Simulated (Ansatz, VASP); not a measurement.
# CuSi: VASP beside Ansatz

```
Si Cu
1.0
     2.76263    0.00000    0.00000
    -1.38132    2.39251    0.00000
     0.00000    0.00000    4.00185
Si Cu
1 1
Direct
  0.33333 0.66667 0.00000
  0.66667 0.33333 0.50000
```

Alike in both runs: functional PBE; k mesh 24 × 24 × 14; occupations gaussian, width 0.1 eV; no spin polarisation.

Ansatz relaxed the structure, and its values are those at the end. VASP's run is a single point on that final structure, the one shown.

|  | VASP | Ansatz |
| --- | --- | --- |
| version | VASP 6.6.1 | Ansatz 0.2.0 |
| potentials or method | VASP PAW PBE potentials, release 64 (Si, Cu), cutoff 520 eV | scalar-relativistic, plane waves, PAW |
| valence electrons in the cell | 15 | 23 |

VASP gave:

| Property | Result |
| --- | --- |
| gap on the k mesh at the Fermi level (eV) | none |
| pressure (GPa) | 1.0 |

**Question.** Estimate Ansatz's values.

**Answer.** gap on the k mesh at the Fermi level (eV): none; pressure (GPa): 0.0.

A gap of «none» marks a metal or a gap that the smearing closes. The functional is the same, so the differences come from potentials, cutoffs and numerics. VASP's potentials hold 15 valence electrons a cell and Ansatz's 23, so a difference there can come from the potentials and not from the codes.
